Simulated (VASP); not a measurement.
The system is Cl.

```
CELL_PARAMETERS angstrom
1.77500 1.77500 1.77500
-1.77500 1.77500 1.77500
-1.77500 -1.77500 1.77500
ATOMIC_POSITIONS crystal
Cl 0.00000 0.00000 0.00000
```

| Quantity | Value |
| --- | --- |
| Program | VASP 6.6.1 |
| Task | relaxation of cell and atoms |
| Functional | r2SCAN |
| Potentials or basis | VASP PAW PBE potentials, release 64 (Cl) |
| Cutoff | 600 eV |
| k mesh | 9 × 9 × 9 |
| Occupations | fermi-dirac, width 0.05 eV |
| Spin | no spin polarisation |

At the start: pressure -2.3 GPa; volume 22.37 Å³/atom.

Q: Where does the relaxation end?

A: Over 3 steps the energy falls by 11.4 meV/atom and the volume is 20.87 Å³/atom (-6.7 %); space group Im-3m (No. 229, to 0.1 Å) before and after.

Step by step:
```csv
step,energy change (eV),largest force (eV/Å),pressure (GPa),volume (Å³)
1,0.0000,0.0000,-2.27,22.37
2,-0.0101,0.0000,-0.87,21.36
3,-0.0114,0.0000,0.00,20.87
```

Final structure:
```
Cl
1.0
     1.73438    1.73438    1.73438
    -1.73438    1.73438    1.73438
    -1.73438   -1.73438    1.73438
Cl
1
Direct
  0.00000 0.00000 0.00000
```

Caveat: the PAW data sets were made with another functional, which shifts forces and pressure a little; an odd number of electrons without spin polarisation forces a metal; a magnetic or distorted state may lie lower.
